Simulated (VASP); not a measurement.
A run of VASP 6.6.1:

The input INCAR:

```
SYSTEM = Li2ClF
  PREC = Accurate
  ENCUT = 520
  EDIFF = 1E-7
  ISMEAR = 0
  SIGMA = 0.01
  LREAL = .FALSE.
  LASPH = .TRUE.
  NELM = 100
  ALGO = Normal
  ISIF = 2
  LWAVE = .FALSE.
  LCHARG = .TRUE.
  GGA = PE
  LELF = .TRUE.
  LVHAR = .TRUE.
  NBANDS = 18
```

Contents of KPOINTS:

```
Automatic mesh
0
G
  4 4 4
  0 0 0
```

The input POSCAR:

```
Li2ClF
1.0
    1.5870718084      0.9162963358      5.0821035664
   -1.5870718084      0.9162963358      5.0821035664
    0.0000000000     -1.8325926716      5.0821035664
F Cl Li
1 1 2
Direct
    1.0000000000      0.0000000000      0.0000000000
    0.5000000000      0.5000000000      0.5000000000
    0.2633593309      0.2633593309      0.2633593309
    0.7366406691      0.7366406691      0.7366406691
```

Potentials or basis: VASP PAW PBE potentials, release 64 (F, Cl, Li_sv).

Run with:

```bash
$ cat potpaw_PBE.64/F/POTCAR potpaw_PBE.64/Cl/POTCAR potpaw_PBE.64/Li_sv/POTCAR > POTCAR
$ mpirun -np 1 vasp_std > vasp.out
```

Hardware: 1 thread of Intel(R) Xeon(R) Platinum 8259CL CPU @ 2.50GHz (Skylake/Cascade Lake), on a shared host.

Problem. How long does it take, and how much memory?

Solution. Wall time 25 s on 1 thread of Intel(R) Xeon(R) Platinum 8259CL CPU @ 2.50GHz (Skylake/Cascade Lake), with other jobs on the host, peak memory 0.22 GiB. Counts: scf iterations 14, k points 13.
